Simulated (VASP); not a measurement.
# In (I4/mmm) in VASP: single point with r2SCAN

Aim: the single point of In with r2SCAN.

Everything below comes from runs of VASP 6.6.1. Logs are shortened: lines on timing, memory, paths and dates and some standing lists are left out, and cuts for length are marked.

### 1 The cell of the first run

The structure is tetragonal, space group I4/mmm (No. 139). The conventional cell has a = 3.389 Å, b = 3.389 Å, c = 4.595 Å, α = 90.00°, β = 90.00°, γ = 90.00°. Within 4.4 Å of In (site symmetry 4/mmm) lie 12 In at 3.32 to 3.39 Å.

### 2 Single point, r2SCAN

The input, POSCAR:

```
In
1.0
   -1.6947072700      1.6947072700      2.2973723900
    1.6947072700     -1.6947072700      2.2973723900
    1.6947072700      1.6947072700     -2.2973723900
In
1
Direct
    0.0000000000      0.0000000000      0.0000000000
```

The input, INCAR.step1:

```
PREC = Accurate
ENCUT = 520
ISMEAR = 0
SIGMA = 0.1
LREAL = False
LASPH = True
NELM = 60
NBANDS = 12
GGA = PE
ALGO = Normal
EDIFF = 1E-4
LWAVE = True
LCHARG = False
```

The input, INCAR.step2:

```
PREC = Accurate
ENCUT = 520
EDIFF = 1E-7
ISMEAR = 0
SIGMA = 0.1
LREAL = False
LASPH = True
NELM = 60
ALGO = Normal
ISIF = 2
LWAVE = False
LCHARG = False
METAGGA = R2SCAN
LMIXTAU = True
NBANDS = 12
ISTART = 1
```

The input, KPOINTS:

```
Automatic mesh
0
Gamma
  8 8 8
```

Potentials or basis: VASP PAW PBE potentials, release 64 (In_d).

Launch:

```sh
$ cat potpaw_PBE.64/In_d/POTCAR > POTCAR
$ cp INCAR.step1 INCAR
$ mpirun -np 1 vasp_std > vasp.out
$ cp INCAR.step2 INCAR
$ mpirun -np 1 vasp_std > vasp.out
```

OUTCAR:

```text
PREC = Accurate
   ENCUT = 520
   EDIFF = 1E-7
   ISMEAR = 0
   LREAL = False
   LASPH = True
   NELM = 60
   ISIF = 2
   METAGGA = R2SCAN
   ISTART = 1

 ion  position               nearest neighbor table
   1  0.000  0.000  0.000-

  LATTYP: Found a body centered tetragonal cell.
 ALAT       =     3.3894145400
 C/A-ratio  =     1.3556160587

  Lattice vectors:

 A1 = (  -1.6947072700,   1.6947072700,   2.2973723900)
 A2 = (   1.6947072700,  -1.6947072700,   2.2973723900)
 A3 = (   1.6947072700,   1.6947072700,  -2.2973723900)

Analysis of symmetry for initial positions (statically):
=====================================================================
 Subroutine PRICEL returns:
 Original cell was already a primitive cell.

 Routine SETGRP: Setting up the symmetry group for a
 body centered tetragonal supercell.

 Subroutine GETGRP returns: Found 16 space group operations
 (whereof 16 operations were pure point group operations)
 out of a pool of 16 trial point group operations.

The static configuration has the point symmetry D_4h.

Analysis of symmetry for dynamics (positions and initial velocities):
=====================================================================
 Subroutine PRICEL returns:
 Original cell was already a primitive cell.

 Routine SETGRP: Setting up the symmetry group for a
 body centered tetragonal supercell.

 Subroutine GETGRP returns: Found 16 space group operations
 (whereof 16 operations were pure point group operations)
 out of a pool of 16 trial point group operations.

The dynamic configuration has the point symmetry D_4h.

 Subroutine INISYM returns: Found 16 space group operations
 (whereof 16 operations are pure point group operations),
 and found     1 'primitive' translations

----------------------------------------------------------------------------------------

                                     Primitive cell

  volume of cell :      26.3925

  direct lattice vectors                    reciprocal lattice vectors
    -1.694707270  1.694707270  2.297372390     0.000000000  0.295036204  0.217639945
     1.694707270 -1.694707270  2.297372390     0.295036204  0.000000000  0.217639945
     1.694707270  1.694707270 -2.297372390     0.295036204  0.295036204  0.000000000

  length of vectors
     3.319937554  3.319937554  3.319937554     0.366624477  0.366624477  0.417244201

  position of ions in fractional coordinates (direct lattice)
     0.000000000  0.000000000  0.000000000

  ion indices of the primitive-cell ions
[... 83 lines left out ...]
   TEBEG  =    0.0;   TEEND  =   0.0 temperature during run
   PSTRESS=    0.0 pullay stress
   NELECT =      13.0000    total number of electrons
   NUPDOWN=      -1.0000    fix difference up-down
   EMIN   =  10.00;   EMAX   =-10.00  energy-range for DOS
   EFERMI =   0.00;   METHOD = LEGACY
   ISMEAR =     0;   SIGMA  =   0.10  broadening in eV -4-tet -1-fermi 0-gaus
   EFERMI_NEDOS =   21; number of points for ismear=-14 and -15
   IALGO  =     38    algorithm
   IMIX   =      4    mixing-type and parameters
     AMIX     =   0.40;   BMIX     =  1.00
     AMIX_MAG =   1.60;   BMIX_MAG =  1.00
  volume/ion in A,a.u.               =      26.39       178.11
  Fermi-wavevector in a.u.,A,eV,Ry     =   1.292892  2.443212 22.743098  1.671571
  Thomas-Fermi vector in A             =   2.424572
   LORBIT       =      0    0 simple, 1 ext, 2 COOP (PROOUT), +10 PAW based schemes
   METAGGA = R2SCAN    functional components
   LHFCALC =     F    Hartree Fock is set to
   AEXX    =    0.0000 exact exchange contribution
   IVDW    =     0    specifies the selected vdW correction
   LEPSILON=     F    determine dielectric tensor
   LRPA    =     F    only Hartree local field effects (RPA)
 non-spin polarized calculation
 Gauss-broadening in eV      SIGMA  =   0.10
  energy-cutoff  :      520.00
  volume of cell :       26.39
 maximum number of plane-waves:       726
 NGX is ok and might be reduce to    28
   NGX = 13   NGY = 13   NGZ = 13

 number of electron      13.0000005 magnetization

 Free energy of the ion-electron system (eV)
  ---------------------------------------------------
  ext. energy  EPLUGINS =         0.00000000
  ---------------------------------------------------
  free energy    TOTEN  =       -22.55272690 eV

  energy without entropy =      -22.54874193  energy(sigma->0) =      -22.55073442

 E-fermi :   7.4893     XC(G=0): -11.0317

 val. band max:        7.4670834471   @ k =  -0.2500  -0.3750   0.1250
 cond. band min:       7.5509166458   @ k =  -0.3750  -0.3750   0.1250
 fundamental gap:      0.0838331987
 Fermi energy:         7.4892848079

 k-point     1 :       0.0000    0.0000    0.0000
  band No.  band energies     occupation
      1      -7.8563      2.00000
      2      -7.8563      2.00000
      3      -7.7979      2.00000
      4      -7.6907      2.00000
      5      -7.6338      2.00000
      6      -2.5898      2.00000
      7      18.4260      0.00000
      8      18.5663      0.00000
      9      18.5663      0.00000
     10      19.5189      0.00000
     11      21.8640      0.00000
     12      21.8641      0.00000
[... 331 lines left out ...]
 k-point    24 :       0.3750    0.1250    0.1250
  band No.  band energies     occupation
      1      -7.8677      2.00000
      2      -7.8410      2.00000
      3      -7.6913      2.00000
      4      -7.6159      2.00000
      5      -7.5219      2.00000
      6       3.7063      2.00000
      7       4.8973      2.00000
      8      11.1427      0.00000
      9      12.5221      0.00000
     10      19.5066      0.00000
     11      21.9234      0.00000
     12      26.0356      0.00000

 [... further k-points ...]

------------------------ aborting loop because EDIFF is reached ----------------------------------------

  FORCE on cell =-STRESS in cart. coord.  units (eV):
  Direction    XX          YY          ZZ          XY          YZ          ZX
  --------------------------------------------------------------------------------------
  -------------------------------------------------------------------------------------
  Total        0.0921590      0.0921590     -0.2687425      0.0000000     -0.0000000      0.0000000
  in kB        5.5945809      5.5945809    -16.3142164      0.0000000     -0.0000000      0.0000000
  external PRESSURE =      -1.7083515 kB  Pullay stress =       0.0000000 kB

 VOLUME and BASIS-vectors are now :
 -----------------------------------------------------------------------------
  energy-cutoff  :      520.00
  volume of cell :       26.39
      direct lattice vectors                 reciprocal lattice vectors
    -1.694707270  1.694707270  2.297372390     0.000000000  0.295036204  0.217639945
     1.694707270 -1.694707270  2.297372390     0.295036204  0.000000000  0.217639945
     1.694707270  1.694707270 -2.297372390     0.295036204  0.295036204  0.000000000

 POSITION                                       TOTAL-FORCE (eV/Angst)
 -----------------------------------------------------------------------------------
      0.00000      0.00000      0.00000        -0.000000      0.000000     -0.000000
 -----------------------------------------------------------------------------------
    total drift:                                0.000000     -0.000000     -0.000000

  FREE ENERGIE OF THE ION-ELECTRON SYSTEM (eV)
  ---------------------------------------------------
  free  energy   TOTEN  =       -22.5527269038 eV

  energy  without entropy=      -22.5487419349  energy(sigma->0) =      -22.55073442
```

It took 1.8 min on 1 thread of Intel Xeon Platinum 8375C at 2.90GHz (Ice Lake), shared host; peak memory 0.17 GiB.

Results:

| Item | Value |
| --- | --- |
| Free energy | -22.5527 eV |
| Pressure | -0.2 GPa |
| Band gap on the k mesh | zero (an odd number of electrons rules out a gap without spin polarisation) |

Caveat: the PAW data sets were made with another functional, which shifts forces and pressure a little; spin-orbit coupling is left out, which moves the levels of the heavy elements.
